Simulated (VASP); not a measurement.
# MoS2 in VASP: single point with PBE+D3(BJ)

Aim: the single point of MoS2 with PBE+D3(BJ).

Everything below comes from runs of VASP 6.6.1. Logs are shortened: lines on timing, memory, paths and dates and some standing lists are left out, and cuts for length are marked.

## 1. The cell of the first run

The cell holds a slab with vacuum, 6 atoms: a = 3.135 Å, b = 3.135 Å, c = 23.938 Å, α = 90.00°, β = 90.00°, γ = 120.00°.

## 2. Single point, PBE+D3(BJ)

INCAR

```
PREC     = Accurate       # precision mode
ENCUT    = 520            # plane-wave cutoff, eV
EDIFF    = 1E-6           # SCF threshold, eV
ISMEAR   = 0              # smearing method
SIGMA    = 0.1            # smearing width, eV
LREAL    = False          # projectors in reciprocal space
LASPH    = True           # aspherical terms in the spheres
NELM     = 80             # most SCF steps
ALGO     = Normal         # electronic algorithm
ISIF     = 2              # what is computed and relaxed
LWAVE    = False          # write WAVECAR
LCHARG   = True           # write CHGCAR
LDIPOL   = True         
IDIPOL   = 3            
DIPOL    = 0.5 0.5 0.384
GGA      = PE             # functional
IVDW     = 12             # dispersion correction
LELF     = True           # ELF
LVHAR    = True         
LVACPOTAV= True         
NBANDS   = 35             # bands
```

KPOINTS

```
regular mesh
0
Gamma
  12 12 1
```

POSCAR

```
MoS2
1.0
    3.1346592610      0.0000000000      0.0000000000
   -1.5673296305      2.7146945522      0.0000000000
    0.0000000000      0.0000000000     23.9375766573
S Mo
4 2
Direct
    0.0000000000      0.0000000000      0.1879889541
    0.3333333333      0.6666666667      0.3224548767
    1.0000000000      0.0000000000      0.4452743267
    0.6666666667     -0.6666666667      0.5797402492
    0.6666666667      0.3333333333      0.2552219154
    0.3333333333     -0.3333333333      0.5125072880
```

Potentials or basis: VASP PAW PBE potentials, release 64 (S, Mo_sv).

Started as:

```console
$ cat potpaw_PBE.64/S/POTCAR potpaw_PBE.64/Mo_sv/POTCAR > POTCAR
$ mpirun -np 1 vasp_std > vasp.out
```

OUTCAR:

```text
PREC = Accurate
   ENCUT = 520
   EDIFF = 1E-6
   ISMEAR = 0
   LREAL = False
   LASPH = True
   NELM = 80
   ISIF = 2
   GGA = PE
   IVDW = 12
 IVDW          = 12

 ion  position               nearest neighbor table
   1  0.000  0.000  0.188-   5 2.42   5 2.42   5 2.42
   2  0.333  0.667  0.322-   5 2.42   5 2.42   5 2.42
   3  0.000  0.000  0.445-   6 2.42   6 2.42   6 2.42
   4  0.667  0.333  0.580-   6 2.42   6 2.42   6 2.42
   5  0.667  0.333  0.255-   2 2.42   1 2.42   2 2.42   1 2.42   1 2.42   2 2.42
   6  0.333  0.667  0.513-   4 2.42   4 2.42   4 2.42   3 2.42   3 2.42   3 2.42

  LATTYP: Found a hexagonal cell.
 ALAT       =     3.1346592610
 C/A-ratio  =     7.6364206327

  Lattice vectors:

 A1 = (   3.1346592610,   0.0000000000,   0.0000000000)
 A2 = (  -1.5673296305,   2.7146945522,   0.0000000000)
 A3 = (   0.0000000000,   0.0000000000,  23.9375766573)

Analysis of symmetry for initial positions (statically):
=====================================================================
 Subroutine PRICEL returns:
 Original cell was already a primitive cell.

 Routine SETGRP: Setting up the symmetry group for a
 hexagonal supercell.

 Subroutine GETGRP returns: Found  6 space group operations
 (whereof  6 operations were pure point group operations)
 out of a pool of 24 trial point group operations.

The static configuration has the point symmetry C_3v.

Analysis of symmetry for dynamics (positions and initial velocities):
=====================================================================
 Subroutine PRICEL returns:
 Original cell was already a primitive cell.

 Routine SETGRP: Setting up the symmetry group for a
 hexagonal supercell.

 Subroutine GETGRP returns: Found  6 space group operations
 (whereof  6 operations were pure point group operations)
 out of a pool of 24 trial point group operations.

The dynamic configuration has the point symmetry C_3v.

 Subroutine INISYM returns: Found  6 space group operations
 (whereof  6 operations are pure point group operations),
 and found     1 'primitive' translations

----------------------------------------------------------------------------------------

                                     Primitive cell

  volume of cell :     203.7002

  direct lattice vectors                    reciprocal lattice vectors
     3.134659261  0.000000000  0.000000000     0.319013940  0.184182784  0.000000000
    -1.567329630  2.714694552  0.000000000     0.000000000  0.368365568  0.000000000
     0.000000000  0.000000000 23.937576657     0.000000000  0.000000000  0.041775323

  length of vectors
     3.134659261  3.134659261 23.937576657     0.368365568  0.368365568  0.041775323

  position of ions in fractional coordinates (direct lattice)
     0.000000000  0.000000000  0.187988954
     0.333333333  0.666666667  0.322454877
     0.000000000  0.000000000  0.445274327
     0.666666667  0.333333333  0.579740249
     0.666666667  0.333333333  0.255221915
     0.333333333  0.666666667  0.512507288

  ion indices of the primitive-cell ions
   primitive index   ion index
                 1           1
                 2           2
                 3           3
                 4           4
                 5           5
                 6           6

----------------------------------------------------------------------------------------

 KPOINTS: regular mesh

Automatic generation of k-mesh.
 Grid dimensions read from file:
 generate k-points for:   12   12    1

 Generating k-lattice:

  Cartesian coordinates                     Fractional coordinates (reciprocal lattice)
     0.026584495  0.015348565  0.000000000     0.083333333  0.000000000  0.000000000
     0.000000000  0.030697131  0.000000000     0.000000000  0.083333333  0.000000000
     0.000000000  0.000000000  0.041775323     0.000000000  0.000000000  1.000000000

  Length of vectors
     0.030697131  0.030697131  0.041775323

  Shift w.r.t. Gamma in fractional coordinates (k-lattice)
     0.000000000  0.000000000  0.000000000

 Subroutine IBZKPT returns following result:
 ===========================================

 Found     19 irreducible k-points:

 Following reciprocal coordinates:
            Coordinates               Weight
  0.000000  0.000000  0.000000      1.000000
  0.083333  0.000000  0.000000      6.000000
  0.166667  0.000000  0.000000      6.000000
  0.250000  0.000000  0.000000      6.000000
  0.333333  0.000000  0.000000      6.000000
  0.416667  0.000000  0.000000      6.000000
[... 11 lines left out ...]
  0.333333  0.250000  0.000000     12.000000
  0.333333  0.333333  0.000000      2.000000
   k-points           NKPTS =     19   k-points in BZ     NKDIM =     19   number of bands    NBANDS=     35
   number of dos      NEDOS =    301   number of ions     NIONS =      6
   total plane-waves  NPLWV = 103680
   dimension x,y,z NGX =    24 NGY =   24 NGZ =  180
   dimension x,y,z NGXF=    48 NGYF=   48 NGZF=  360
   ions per type =               4   2
   NGX,Y,Z   is equivalent  to a cutoff of  12.73, 12.73, 12.50 a.u.
   NGXF,Y,Z  is equivalent  to a cutoff of  25.46, 25.46, 25.00 a.u.
 SYSTEM =  unknown system
   PREC   = accura    normal or accurate (medium, high low for compatibility)
   ISTART =      0    job   : 0-new  1-cont  2-samecut
   ICHARG =      2    charge: 1-file 2-atom 10-const
   ISPIN  =      1    spin polarized calculation?
   LNONCOLLINEAR =      F non collinear calculations
   LSORBIT =      F    spin-orbit coupling
   LASPH  =      T    aspherical Exc in radial PAW
   ENCUT  =  520.0 eV  38.22 Ry    6.18 a.u.   5.83  5.83 44.51*2*pi/ulx,y,z
   NELM   =     80;   NELMIN=  2; NELMDL= -5     # of ELM steps
   EDIFF  = 0.1E-05   stopping-criterion for ELM
   LREAL  =      F    real-space projection
   EDIFFG = 0.1E-04   stopping-criterion for IOM
   NSW    =      0    number of steps for IOM
   IBRION =     -1    ionic relax: 0-MD 1-quasi-New 2-CG
   NFREE  =      0    steps in history (QN), initial steepest desc. (CG)
   ISIF   =      2    stress and relaxation
   ISYM   =      2    0-nonsym 1-usesym 2-fastsym
   POTIM  = 0.5000    time-step for ionic-motion
   TEBEG  =    0.0;   TEEND  =   0.0 temperature during run
   PSTRESS=    0.0 pullay stress
   NELECT =      52.0000    total number of electrons
   NUPDOWN=      -1.0000    fix difference up-down
   EMIN   =  10.00;   EMAX   =-10.00  energy-range for DOS
   EFERMI =   0.00;   METHOD = LEGACY
   ISMEAR =     0;   SIGMA  =   0.10  broadening in eV -4-tet -1-fermi 0-gaus
   EFERMI_NEDOS =   21; number of points for ismear=-14 and -15
   IALGO  =     38    algorithm
   IMIX   =      4    mixing-type and parameters
     AMIX     =   0.40;   BMIX     =  1.00
     AMIX_MAG =   1.60;   BMIX_MAG =  1.00
  volume/ion in A,a.u.               =      33.95       229.11
  Fermi-wavevector in a.u.,A,eV,Ry     =   1.038513  1.962506 14.674021  1.078510
  Thomas-Fermi vector in A             =   2.173001
   LORBIT       =      0    0 simple, 1 ext, 2 COOP (PROOUT), +10 PAW based schemes
   GGA     = PE    functional components
   LHFCALC =     F    Hartree Fock is set to
   AEXX    =    0.0000 exact exchange contribution
   IVDW    =    12    specifies the selected vdW correction
   LEPSILON=     F    determine dielectric tensor
   LRPA    =     F    only Hartree local field effects (RPA)
 non-spin polarized calculation
 Gauss-broadening in eV      SIGMA  =   0.10
  energy-cutoff  :      520.00
  volume of cell :      203.70
 maximum number of plane-waves:      5520
 NGX is ok and might be reduce to    24
   NGX = 11   NGY = 11   NGZ = 89

 dipolmoment           0.000000      0.000000     -0.004469 electrons x Angstroem

 number of electron      51.9999999 magnetization

 dipolmoment           0.000000      0.000000      0.000719 electrons x Angstroem

 Free energy of the ion-electron system (eV)
  ---------------------------------------------------
  ext. energy  EPLUGINS =         0.00000000
  ---------------------------------------------------
  free energy    TOTEN  =       -41.97778227 eV

  energy without entropy =      -41.96189699  energy(sigma->0) =      -41.96983963

 E-fermi :   1.6387     XC(G=0):  -6.0975

 val. band max:        1.6326366545   @ k =   0.0000   0.0000   0.0000
 cond. band min:       1.6915442453   @ k =   0.2500   0.2500   0.0000
 fundamental gap:      0.0589075908
 Fermi energy:         1.6387034467

 k-point     1 :       0.0000    0.0000    0.0000
  band No.  band energies     occupation
      1     -60.1078      2.00000
      2     -60.1010      2.00000
      3     -34.1907      2.00000
      4     -34.1903      2.00000
      5     -34.0495      2.00000
      6     -34.0495      2.00000
[... 27 lines left out ...]
     34       4.9299      0.00000
     35       6.1829      0.00000

 k-point     2 :       0.0833    0.0000    0.0000
  band No.  band energies     occupation
      1     -60.1048      2.00000
      2     -60.0980      2.00000
      3     -34.1850      2.00000
      4     -34.1846      2.00000
      5     -34.0786      2.00000
      6     -34.0680      2.00000
[... 27 lines left out ...]
     34       4.8852      0.00000
     35       6.3407      0.00000

 k-point     3 :       0.1667    0.0000    0.0000
  band No.  band energies     occupation
      1     -60.0966      2.00000
      2     -60.0897      2.00000
      3     -34.1698      2.00000
      4     -34.1692      2.00000
      5     -34.1572      2.00000
      6     -34.1467      2.00000
[... 27 lines left out ...]
     34       4.8426      0.00000
     35       6.7796      0.00000
[... 533 lines left out ...]
 k-point    18 :       0.3333    0.2500    0.0000
  band No.  band energies     occupation
      1     -60.0584      2.00000
      2     -60.0515      2.00000
      3     -34.3957      2.00000
      4     -34.3851      2.00000
      5     -34.2743      2.00000
      6     -34.2637      2.00000
[... 27 lines left out ...]
     34       5.6365      0.00000
     35       8.3397      0.00000

 k-point    19 :       0.3333    0.3333    0.0000
  band No.  band energies     occupation
      1     -60.0568      2.00000
      2     -60.0500      2.00000
      3     -34.3439      2.00000
      4     -34.3439      2.00000
      5     -34.3333      2.00000
      6     -34.3332      2.00000
[... 27 lines left out ...]
     34       5.2362      0.00000
     35       8.2064      0.00000

------------------------ aborting loop because EDIFF is reached ----------------------------------------

 Edisp (eV)   -2.25568

 E8    (eV) :    -0.9423

  FORCE on cell =-STRESS in cart. coord.  units (eV):
  Direction    XX          YY          ZZ          XY          YZ          ZX
  --------------------------------------------------------------------------------------
  -------------------------------------------------------------------------------------
  Total      -0.12679    -0.12679    -0.87867    -0.00000     0.00000     0.00000
  in kB      -0.99726    -0.99726    -6.91103    -0.00000     0.00000     0.00000
  external pressure =       -2.97 kB  Pullay stress =        0.00 kB

 VOLUME and BASIS-vectors are now :
 -----------------------------------------------------------------------------
  energy-cutoff  :      520.00
  volume of cell :      203.70
      direct lattice vectors                 reciprocal lattice vectors
     3.134659261  0.000000000  0.000000000     0.319013940  0.184182784  0.000000000
    -1.567329630  2.714694552  0.000000000     0.000000000  0.368365568  0.000000000
     0.000000000  0.000000000 23.937576657     0.000000000  0.000000000  0.041775323

 POSITION                                       TOTAL-FORCE (eV/Angst)
 -----------------------------------------------------------------------------------
      0.00000      0.00000      4.50000         0.000000      0.000000      0.053643
     -0.00000      1.80980      7.71879        -0.000000     -0.000000     -0.003286
      0.00000      0.00000     10.65879        -0.000000      0.000000      0.016617
      1.56733      0.90490     13.87758         0.000000     -0.000000     -0.045125
      1.56733      0.90490      6.10939        -0.000000      0.000000      0.051537
     -0.00000      1.80980     12.26818         0.000000      0.000000     -0.073386
 -----------------------------------------------------------------------------------
    total drift:                                0.000000      0.000000      0.000215

  FREE ENERGIE OF THE ION-ELECTRON SYSTEM (eV)
  ---------------------------------------------------
  free  energy   TOTEN  =       -44.2334580093 eV

  energy  without entropy=      -44.2175727243  energy(sigma->0) =      -44.22551537

 vacuum level on the upper side and lower side of the slab         6.728         6.713
```

Run time: 1.8 min. Hardware: 1 thread of Intel Xeon 6975P-C (Granite Rapids), shared host; peak memory 0.36 GiB.

What came out:

```yaml
Free_energy: -44.2335 eV
Largest_force: 0.073 eV/Å
Band_gap_on_the_k_mesh: zero (band 26 reaches 2.07 eV, above the bottom of band 27 at 1.57 eV)
Dispersion_energy_per_atom: -0.376 eV
```

Forces in eV/Å, atoms in the order of the input:
```
S    0.000  0.000  0.054
S    0.000  0.000 -0.003
S    0.000  0.000  0.017
S    0.000  0.000 -0.045
Mo   0.000  0.000  0.052
Mo   0.000  0.000 -0.073
```

Levels at points of the mesh, in eV from the Fermi level:
```tsv
k point	band 24	band 25	band 26	band 27	band 28	band 29
(0.00, 0.00, 0.00)	-0.82	-0.82	-0.59	-0.07	-0.07	-0.01
(0.50, 0.00, 0.00)	-2.18	-1.54	-1.40	1.32	1.33	1.86
```
